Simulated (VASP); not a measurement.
# ReSbC3 (Pm-3m) in VASP: further runs

ReSbC3 is run at these levels: PBE; tasks: relaxation of cell and atoms, single point.

Everything below comes from runs of VASP 6.6.1. Logs are shortened: lines on timing, memory, paths and dates and some standing lists are left out, and cuts for length are marked.

## Step 1: The cell of the first run

The structure is cubic, space group Pm-3m (No. 221). Conventional cell: a = 4.080 Å, b = 4.080 Å, c = 4.080 Å, α = 90.00°, β = 90.00°, γ = 90.00°. Re (site symmetry m-3m) has 6 C at 2.04 Å within 2.7 Å. Sb (site symmetry m-3m) has 12 C at 2.89 Å and 8 Re at 3.53 Å within 3.8 Å. Within 2.7 Å of C (site symmetry 4/mmm) lie 2 Re at 2.04 Å.

## Step 2: Relaxation of cell and atoms, PBE

INCAR

```
PREC = Accurate
ENCUT = 600
EDIFF = 1E-6
ISMEAR = 0
SIGMA = 0.1
LREAL = F
LASPH = T
NELM = 100
ALGO = Normal
ISIF = 3
LWAVE = F
LCHARG = F
GGA = PE
IBRION = 2
NSW = 100
EDIFFG = -0.01
```

KPOINTS

```
regular mesh
0
Gamma
  10 10 10
```

POSCAR

```
ReSbC3
1.0
    4.0803888020      0.0000000000      0.0000000000
    0.0000000000      4.0803888020      0.0000000000
    0.0000000000      0.0000000000      4.0803888020
Re Sb C
1 1 3
Direct
    0.5000000000      0.5000000000      0.5000000000
    0.0000000000      0.0000000000      0.0000000000
    0.0000000000      0.5000000000      0.5000000000
    0.5000000000      0.0000000000      0.5000000000
    0.5000000000      0.5000000000      0.0000000000
```

Potentials or basis: VASP PAW PBE potentials, release 64 (Re, Sb, C).

Command:

```sh
cat potpaw_PBE.64/Re/POTCAR potpaw_PBE.64/Sb/POTCAR potpaw_PBE.64/C/POTCAR > POTCAR
mpirun -np 1 vasp_std > vasp.out
```

OUTCAR:

```text
PREC = Accurate
   ENCUT = 600
   EDIFF = 1E-6
   ISMEAR = 0
   LREAL = F
   LASPH = T
   NELM = 100
   ISIF = 3
   GGA = PE
   IBRION = 2
   NSW = 100
   EDIFFG = -0.01

 ion  position               nearest neighbor table
   1  0.500  0.500  0.500-   3 2.04   4 2.04   5 2.04   5 2.04   4 2.04   3 2.04   2 3.53   2 3.53
                             2 3.53   2 3.53   2 3.53   2 3.53   2 3.53   2 3.53
   2  0.000  0.000  0.000-   3 2.89   4 2.89   5 2.89   3 2.89   4 2.89   3 2.89   5 2.89   3 2.89
                             4 2.89   5 2.89   4 2.89   5 2.89   1 3.53   1 3.53   1 3.53   1 3.53
   3  0.000  0.500  0.500-   1 2.04   1 2.04   2 2.89   2 2.89   2 2.89   2 2.89
   4  0.500  0.000  0.500-   1 2.04   1 2.04   2 2.89   2 2.89   2 2.89   2 2.89
   5  0.500  0.500  0.000-   1 2.04   1 2.04   2 2.89   2 2.89   2 2.89   2 2.89

  LATTYP: Found a simple cubic cell.
 ALAT       =     4.0803888020

  Lattice vectors:

 A1 = (   4.0803888020,   0.0000000000,   0.0000000000)
 A2 = (   0.0000000000,   4.0803888020,   0.0000000000)
 A3 = (   0.0000000000,   0.0000000000,   4.0803888020)

Analysis of symmetry for initial positions (statically):
=====================================================================
 Subroutine PRICEL returns:
 Original cell was already a primitive cell.

 Routine SETGRP: Setting up the symmetry group for a
 simple cubic supercell.

 Subroutine GETGRP returns: Found 48 space group operations
 (whereof 48 operations were pure point group operations)
 out of a pool of 48 trial point group operations.

The static configuration has the point symmetry O_h .

Analysis of symmetry for dynamics (positions and initial velocities):
=====================================================================
 Subroutine PRICEL returns:
 Original cell was already a primitive cell.

 Routine SETGRP: Setting up the symmetry group for a
 simple cubic supercell.

 Subroutine GETGRP returns: Found 48 space group operations
 (whereof 48 operations were pure point group operations)
 out of a pool of 48 trial point group operations.

The dynamic configuration has the point symmetry O_h .

 Subroutine INISYM returns: Found 48 space group operations
 (whereof 48 operations are pure point group operations),
 and found     1 'primitive' translations

----------------------------------------------------------------------------------------

                                     Primitive cell

  volume of cell :      67.9367

  direct lattice vectors                    reciprocal lattice vectors
     4.080388802  0.000000000  0.000000000     0.245074685  0.000000000  0.000000000
     0.000000000  4.080388802  0.000000000     0.000000000  0.245074685  0.000000000
     0.000000000  0.000000000  4.080388802     0.000000000  0.000000000  0.245074685

  length of vectors
     4.080388802  4.080388802  4.080388802     0.245074685  0.245074685  0.245074685

  position of ions in fractional coordinates (direct lattice)
     0.500000000  0.500000000  0.500000000
     0.000000000  0.000000000  0.000000000
     0.000000000  0.500000000  0.500000000
     0.500000000  0.000000000  0.500000000
     0.500000000  0.500000000  0.000000000

  ion indices of the primitive-cell ions
   primitive index   ion index
                 1           1
                 2           2
                 3           3
                 4           4
                 5           5

----------------------------------------------------------------------------------------

 KPOINTS: regular mesh

Automatic generation of k-mesh.
 Grid dimensions read from file:
 generate k-points for:   10   10   10

 Generating k-lattice:

  Cartesian coordinates                     Fractional coordinates (reciprocal lattice)
     0.024507468  0.000000000  0.000000000     0.100000000  0.000000000  0.000000000
     0.000000000  0.024507468  0.000000000     0.000000000  0.100000000  0.000000000
     0.000000000  0.000000000  0.024507468     0.000000000  0.000000000  0.100000000

  Length of vectors
     0.024507468  0.024507468  0.024507468

  Shift w.r.t. Gamma in fractional coordinates (k-lattice)
     0.000000000  0.000000000  0.000000000

 Subroutine IBZKPT returns following result:
 ===========================================

 Found     56 irreducible k-points:

 Following reciprocal coordinates:
            Coordinates               Weight
  0.000000  0.000000  0.000000      1.000000
  0.100000  0.000000  0.000000      6.000000
  0.200000  0.000000  0.000000      6.000000
  0.300000  0.000000  0.000000      6.000000
  0.400000  0.000000  0.000000      6.000000
  0.500000  0.000000  0.000000      3.000000
[... 16 lines left out ...]
  0.200000  0.100000  0.100000     24.000000
  0.300000  0.100000  0.100000     24.000000
 [... further k-points ...]
   k-points           NKPTS =     56   k-points in BZ     NKDIM =     56   number of bands    NBANDS=     16
   number of dos      NEDOS =    301   number of ions     NIONS =      5
   total plane-waves  NPLWV =  46656
   dimension x,y,z NGX =    36 NGY =   36 NGZ =   36
   dimension x,y,z NGXF=    72 NGYF=   72 NGZF=   72
   ions per type =               1   1   3
   NGX,Y,Z   is equivalent  to a cutoff of  14.67, 14.67, 14.67 a.u.
   NGXF,Y,Z  is equivalent  to a cutoff of  29.33, 29.33, 29.33 a.u.
 SYSTEM =  unknown system
   PREC   = accura    normal or accurate (medium, high low for compatibility)
   ISTART =      0    job   : 0-new  1-cont  2-samecut
   ICHARG =      2    charge: 1-file 2-atom 10-const
   ISPIN  =      1    spin polarized calculation?
   LNONCOLLINEAR =      F non collinear calculations
   LSORBIT =      F    spin-orbit coupling
   LASPH  =      T    aspherical Exc in radial PAW
   ENCUT  =  600.0 eV  44.10 Ry    6.64 a.u.   8.15  8.15  8.15*2*pi/ulx,y,z
   NELM   =    100;   NELMIN=  2; NELMDL= -5     # of ELM steps
   EDIFF  = 0.1E-05   stopping-criterion for ELM
   LREAL  =      F    real-space projection
   EDIFFG = -.1E-01   stopping-criterion for IOM
   NSW    =    100    number of steps for IOM
   IBRION =      2    ionic relax: 0-MD 1-quasi-New 2-CG
   NFREE  =      1    steps in history (QN), initial steepest desc. (CG)
   ISIF   =      3    stress and relaxation
   ISYM   =      2    0-nonsym 1-usesym 2-fastsym
   POTIM  = 0.5000    time-step for ionic-motion
   TEBEG  =    0.0;   TEEND  =   0.0 temperature during run
   PSTRESS=    0.0 pullay stress
   NELECT =      24.0000    total number of electrons
   NUPDOWN=      -1.0000    fix difference up-down
   EMIN   =  10.00;   EMAX   =-10.00  energy-range for DOS
   EFERMI =   0.00;   METHOD = LEGACY
   ISMEAR =     0;   SIGMA  =   0.10  broadening in eV -4-tet -1-fermi 0-gaus
   EFERMI_NEDOS =   21; number of points for ismear=-14 and -15
   IALGO  =     38    algorithm
   IMIX   =      4    mixing-type and parameters
     AMIX     =   0.40;   BMIX     =  1.00
     AMIX_MAG =   1.60;   BMIX_MAG =  1.00
  volume/ion in A,a.u.               =      13.59        91.69
  Fermi-wavevector in a.u.,A,eV,Ry     =   1.157294  2.186969 18.222682  1.339329
  Thomas-Fermi vector in A             =   2.293907
   LORBIT       =      0    0 simple, 1 ext, 2 COOP (PROOUT), +10 PAW based schemes
   GGA     = PE    functional components
   LHFCALC =     F    Hartree Fock is set to
   AEXX    =    0.0000 exact exchange contribution
   IVDW    =     0    specifies the selected vdW correction
   LEPSILON=     F    determine dielectric tensor
   LRPA    =     F    only Hartree local field effects (RPA)
 conjugate gradient relaxation of ions
 non-spin polarized calculation
 Gauss-broadening in eV      SIGMA  =   0.10
  energy-cutoff  :      600.00
  volume of cell :       67.94
 maximum number of plane-waves:      2301
 NGX is ok and might be reduce to    36
   NGX = 17   NGY = 17   NGZ = 17

--------------------------------------- Ionic step        1  -------------------------------------------

 number of electron      24.0000001 magnetization

 Free energy of the ion-electron system (eV)
  ---------------------------------------------------
  ext. energy  EPLUGINS =         0.00000000
  ---------------------------------------------------
  free energy    TOTEN  =       -35.17136481 eV

  energy without entropy =      -35.15260871  energy(sigma->0) =      -35.16198676

------------------------ aborting loop because EDIFF is reached ----------------------------------------

  FORCE on cell =-STRESS in cart. coord.  units (eV):
  Direction    XX          YY          ZZ          XY          YZ          ZX
  --------------------------------------------------------------------------------------
  -------------------------------------------------------------------------------------
  Total        0.2991850      0.2991850      0.2991850      0.0000000      0.0000000     -0.0000000
  in kB        7.0557914      7.0557914      7.0557914      0.0000000      0.0000000     -0.0000000
  external PRESSURE =       7.0557914 kB  Pullay stress =       0.0000000 kB
[... 63 lines left out ...]
  energy  without entropy=      -35.1521653157  energy(sigma->0) =      -35.16157358

--------------------------------------- Ionic step        3  -------------------------------------------

 number of electron      24.0000001 magnetization

 Free energy of the ion-electron system (eV)
  ---------------------------------------------------
  ext. energy  EPLUGINS =         0.00000000
  ---------------------------------------------------
  free energy    TOTEN  =       -35.17191977 eV

  energy without entropy =      -35.15313632  energy(sigma->0) =      -35.16252805

 E-fermi :   7.1987     XC(G=0): -11.4068

 val. band max:        7.1887237491   @ k =   0.5000   0.2000   0.0000
 cond. band min:       7.2060103032   @ k =   0.5000   0.1000   0.0000
 fundamental gap:      0.0172865541
 Fermi energy:         7.1986887022

 k-point     1 :       0.0000    0.0000    0.0000
  band No.  band energies     occupation
      1      -7.0520      2.00000
      2      -3.3487      2.00000
      3      -3.3487      2.00000
      4       0.1773      2.00000
      5       2.6826      2.00000
      6       2.6826      2.00000
[... 8 lines left out ...]
     15       7.6083      0.00000
     16       7.6083      0.00000
[... 420 lines left out ...]
  band No.  band energies     occupation
      1      -6.1267      2.00000
      2      -3.5966      2.00000
      3      -3.2380      2.00000
      4      -0.9461      2.00000
      5       2.3186      2.00000
      6       2.3270      2.00000
[... 8 lines left out ...]
     15       8.0920      0.00000
     16       8.4776      0.00000

 [... further k-points ...]
[... 5 lines left out ...]
  --------------------------------------------------------------------------------------
  -------------------------------------------------------------------------------------
  Total        0.0051022      0.0051022      0.0051022      0.0000000      0.0000000     -0.0000000
  in kB        0.1198779      0.1198779      0.1198779      0.0000000      0.0000000     -0.0000000
  external PRESSURE =       0.1198779 kB  Pullay stress =       0.0000000 kB
[... 20 lines left out ...]
  FREE ENERGIE OF THE ION-ELECTRON SYSTEM (eV)
  ---------------------------------------------------
  free  energy   TOTEN  =       -35.1719197697 eV

  energy  without entropy=      -35.1531363203  energy(sigma->0) =      -35.16252805

 reached required accuracy - stopping structural energy minimisation
```

Run time: 6 min. Hardware: 1 thread of AMD EPYC, shared host; peak memory 0.24 GiB.

What came out:

```yaml
Free_energy: -35.1719 eV
Relaxed_volume: 13.64 Å³/atom
Relaxed_cell: a = 4.085 Å, b = 4.085 Å, c = 4.085 Å, α = 90.00°, β = 90.00°, γ = 90.00°
Space_group_after_relaxing_to_0.05_Å: Pm-3m (No. 221)
Energy_gained_by_relaxing: 0.1 meV/atom
Ionic_steps: 3
Pressure_after_relaxing: 0.0 GPa
Band_gap_on_the_k_mesh: zero (band 12 reaches 8.11 eV, above the bottom of band 13 at 6.91 eV)
```

The path:
| step | energy change (eV) | largest force (eV/Å) | pressure (GPa) | volume (Å³) |
| --- | --- | --- | --- | --- |
| 1 | 0.0000 | 0.0000 | 0.71 | 67.94 |
| 2 | 0.0004 | 0.0000 | -0.88 | 68.53 |
| 3 | -0.0006 | 0.0000 | 0.01 | 68.19 |

Final structure:
```
Re Sb C
1.0
     4.08547    0.00000    0.00000
     0.00000    4.08547    0.00000
     0.00000    0.00000    4.08547
Re Sb C
1 1 3
Direct
  0.50000 0.50000 0.50000
  0.00000 0.00000 0.00000
  0.00000 0.50000 0.50000
  0.50000 0.00000 0.50000
  0.50000 0.50000 0.00000
```

Caveat: spin-orbit coupling is left out, which moves the levels of the heavy elements.

## Step 3: Single point, PBE

INCAR

```
SYSTEM = ReSbC3
ALGO = Normal ; EDIFF = 1E-6
ENCUT = 520 ; GGA = PE
ISIF = 2 ; ISMEAR = 0
LASPH = .True. ; LCHARG = .False.
LREAL = .False. ; LWAVE = .False.
NBANDS = 20 ; NELM = 100
PREC = Accurate ; SIGMA = 0.1
```

KPOINTS

```
k-points
0
Gamma
  4 4 4
  0 0 0
```

POSCAR is that of step 2.

Potentials or basis: VASP PAW PBE potentials, release 64 (Re, Sb, C).

Command:

```sh
cat potpaw_PBE.64/Re/POTCAR potpaw_PBE.64/Sb/POTCAR potpaw_PBE.64/C/POTCAR > POTCAR
mpirun -np 1 vasp_std > vasp.out
```

OUTCAR:

```text
SYSTEM = ReSbC3
   EDIFF = 1E-6
   ENCUT = 520
   GGA = PE
   ISIF = 2
   ISMEAR = 0
   LASPH = .True.
   LREAL = .False.
   NELM = 100
   PREC = Accurate

 ion  position               nearest neighbor table
   1  0.500  0.500  0.500-   3 2.04   4 2.04   5 2.04   5 2.04   4 2.04   3 2.04   2 3.53   2 3.53
                             2 3.53   2 3.53   2 3.53   2 3.53   2 3.53   2 3.53
   2  0.000  0.000  0.000-   3 2.89   4 2.89   5 2.89   3 2.89   4 2.89   3 2.89   5 2.89   3 2.89
                             4 2.89   5 2.89   4 2.89   5 2.89   1 3.53   1 3.53   1 3.53   1 3.53
   3  0.000  0.500  0.500-   1 2.04   1 2.04   2 2.89   2 2.89   2 2.89   2 2.89
   4  0.500  0.000  0.500-   1 2.04   1 2.04   2 2.89   2 2.89   2 2.89   2 2.89
   5  0.500  0.500  0.000-   1 2.04   1 2.04   2 2.89   2 2.89   2 2.89   2 2.89

  LATTYP: Found a simple cubic cell.
 ALAT       =     4.0803888020

  Lattice vectors:

 A1 = (   4.0803888020,   0.0000000000,   0.0000000000)
 A2 = (   0.0000000000,   4.0803888020,   0.0000000000)
 A3 = (   0.0000000000,   0.0000000000,   4.0803888020)

Analysis of symmetry for initial positions (statically):
=====================================================================
[... 166 lines left out ...]
 cond. band min:       7.4638226266   @ k =   0.2500   0.2500   0.2500
 fundamental gap:      0.0445524477
 Fermi energy:         7.4286544657

 k-point     1 :       0.0000    0.0000    0.0000
  band No.  band energies     occupation
      1      -7.0562      2.00000
      2      -3.3735      2.00000
      3      -3.3735      2.00000
      4       0.2605      2.00000
      5       2.6936      2.00000
      6       2.6936      2.00000
[... 219 lines left out ...]
     19      13.5908      0.00000
     20      16.6531      0.00000

------------------------ aborting loop because EDIFF is reached ----------------------------------------

  FORCE on cell =-STRESS in cart. coord.  units (eV):
  Direction    XX          YY          ZZ          XY          YZ          ZX
  --------------------------------------------------------------------------------------
  -------------------------------------------------------------------------------------
  Total        0.4044307      0.4044307      0.4044307      0.0000000      0.0000000      0.0000000
  in kB        9.5378406      9.5378406      9.5378406      0.0000000      0.0000000      0.0000000
  external PRESSURE =       9.5378406 kB  Pullay stress =       0.0000000 kB

 VOLUME and BASIS-vectors are now :
 -----------------------------------------------------------------------------
  energy-cutoff  :      520.00
  volume of cell :       67.94
      direct lattice vectors                 reciprocal lattice vectors
     4.080388802  0.000000000  0.000000000     0.245074685  0.000000000  0.000000000
     0.000000000  4.080388802  0.000000000     0.000000000  0.245074685  0.000000000
     0.000000000  0.000000000  4.080388802     0.000000000  0.000000000  0.245074685

 POSITION                                       TOTAL-FORCE (eV/Angst)
 -----------------------------------------------------------------------------------
      2.04019      2.04019      2.04019         0.000000      0.000000      0.000000
      0.00000      0.00000      0.00000         0.000000      0.000000      0.000000
      0.00000      2.04019      2.04019         0.000000      0.000000      0.000000
      2.04019      0.00000      2.04019         0.000000      0.000000      0.000000
      2.04019      2.04019      0.00000         0.000000      0.000000      0.000000
 -----------------------------------------------------------------------------------
    total drift:                                0.000000      0.000000     -0.000000

  FREE ENERGIE OF THE ION-ELECTRON SYSTEM (eV)
  ---------------------------------------------------
  free  energy   TOTEN  =       -35.0506209824 eV

  energy  without entropy=      -35.0172728226  energy(sigma->0) =      -35.03394690
```

OSZICAR:

```text
N       E                     dE             d eps       ncg     rms          rms(c)
DAV:   1     0.862459417919E+02    0.86246E+02   -0.10584E+04   640   0.117E+03
DAV:   2    -0.311631004320E+02   -0.11741E+03   -0.11217E+03   664   0.249E+02
DAV:   3    -0.401153289396E+02   -0.89522E+01   -0.85804E+01   648   0.673E+01
[... 15 lines left out ...]
DAV:  19    -0.350506229888E+02    0.47641E-05   -0.55298E-06   408   0.306E-02    0.113E+00
DAV:  20    -0.350506265596E+02   -0.35707E-05   -0.61668E-06   480   0.394E-02    0.107E+00
DAV:  21    -0.350506215370E+02    0.50226E-05   -0.43907E-06   264   0.315E-02    0.103E+00
DAV:  22    -0.350506204059E+02    0.11311E-05   -0.12454E-06   256   0.134E-02    0.973E-01
DAV:  23    -0.350506209824E+02   -0.57649E-06   -0.69881E-07   212   0.241E-02
   1 F= -.35050621E+02 E0= -.35033947E+02  d E =-.333482E-01
```

It took 38 s on 1 thread of AMD EPYC, shared host; peak memory 0.14 GiB.

Results:

| Property | Result |
| --- | --- |
| Free energy | -35.0506 eV |
| Pressure | 1.0 GPa |
| Band gap on the k mesh | zero (band 12 reaches 8.18 eV, above the bottom of band 13 at 6.90 eV) |

Caveat: the k points lie up to 0.38 Å⁻¹ apart; spin-orbit coupling is left out, which moves the levels of the heavy elements.

## Step 4: Single point, PBE

INCAR

```
SYSTEM = ReSbC3
ALGO = Normal
EDIFF = 1E-6
ENCUT = 600
GGA = PE
GGA_COMPAT = .FALSE.
ISIF = 2
ISMEAR = 0
LASPH = .TRUE.
LCHARG = .FALSE.
LREAL = .FALSE.
LWAVE = .FALSE.
NBANDS = 29
NELM = 120
PREC = Accurate
SIGMA = 0.1
```

KPOINTS

```
k-points
0
G
  4 4 4
  0 0 0
```

POSCAR is that of step 3.

Potentials or basis: VASP PAW PBE potentials, release 64 (Re_sv_GW, Sb_d_GW, C).

Command:

```sh
cat potpaw_PBE.64/Re_sv_GW/POTCAR potpaw_PBE.64/Sb_d_GW/POTCAR potpaw_PBE.64/C/POTCAR > POTCAR
mpirun -np 1 vasp_std > vasp.out
```

Run time: 16 s. Hardware: 1 thread of Intel Xeon 6975P-C (Granite Rapids), shared host; peak memory 0.22 GiB.

It converged, with:

| Property | Result |
| --- | --- |
| Free energy | -36.8466 eV |
| Pressure | -0.4 GPa |
| Band gap on the k mesh | zero (band 21 reaches 8.46 eV, above the bottom of band 22 at 7.14 eV) |

Levels at points of the mesh, in eV from the Fermi level:
```tsv
k point	band 18	band 19	band 20	band 21	band 22	band 23	band 24	band 25
(0.00, 0.00, 0.00)	-1.85	-1.85	-0.54	-0.54	-0.54	0.15	0.15	0.15
(0.50, 0.00, 0.00)	-2.84	-1.77	-1.62	0.14	0.34	0.41	0.41	1.21
(0.50, 0.50, 0.00)	-3.83	-3.09	-3.09	-1.38	-0.12	1.43	2.91	2.91
(0.50, 0.50, 0.50)	-6.06	-6.06	0.78	0.78	0.78	1.46	1.46	1.46
```

Caveat: the k points lie up to 0.38 Å⁻¹ apart; spin-orbit coupling is left out, which moves the levels of the heavy elements.

## Step 5: The runs side by side

| task | potentials or basis | cell | k mesh | cutoff (eV) | second run | gap on the mesh (eV) | pressure (GPa) |
| --- | --- | --- | --- | --- | --- | --- | --- |
| relaxation of cell and atoms | VASP PAW PBE potentials, release 64 (Re, Sb, C) | relaxed from a = 4.080 Å, 5 atoms | 10 × 10 × 10 | 600 | - | none | 0.0 |
| single point | VASP PAW PBE potentials, release 64 (Re, Sb, C) | a = 4.080 Å, 5 atoms | 4 × 4 × 4 | 520 | - | none | 1.0 |
| single point | VASP PAW PBE potentials, release 64 (Re_sv_GW, Sb_d_GW, C) | a = 4.080 Å, 5 atoms | 4 × 4 × 4 | 600 | valence_matched | none | -0.4 |

Alike in all rows: level PBE; no spin polarisation; smearing gaussian 0.1 eV.

Caveats: some runs use coarse meshes; spin-orbit coupling is left out, which moves the levels of the heavy elements.

Absolute energies hang on the potentials; compare differences alone.
